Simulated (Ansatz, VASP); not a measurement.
# One calculation of GaN, two programs

```
Ga N
1.0
     0.00000    2.22646    2.27273
     2.22646    0.00000    2.27273
     2.22646    2.22646    0.00000
Ga N
1 1
Direct
  0.00000 0.00000 0.00000
  0.25000 0.25000 0.25000
```

Change from the starting cell: epitaxial_xy strain -1.0%.

Alike in both runs: task single point; functional r2SCAN; k mesh 10 × 10 × 10; non-collinear spin, spin-orbit coupling.

|  | VASP | Ansatz |
| --- | --- | --- |
| version | VASP 6.6.1 | Ansatz 0.2.0 |
| potentials or method | VASP PAW PBE potentials, release 64 (Ga_d, N) | plane waves, PAW |
| plane-wave cutoff (eV) | 520 | 500 |
| occupations | gaussian, width 0.01 eV | fixed |
| valence electrons in the cell | 18 | 18 |

Ansatz gave:

| Property | Result |
| --- | --- |
| pressure (GPa) | 1.9 |
| traceless stress, the component that is largest in VASP (GPa) | -1.89 |

Problem. What did VASP give for the same quantities?

Solution. Pressure (GPa): 3.1; traceless stress, the component that is largest in VASP (GPa): -1.86.

VASP's potentials were made for PBE, not for r2SCAN.
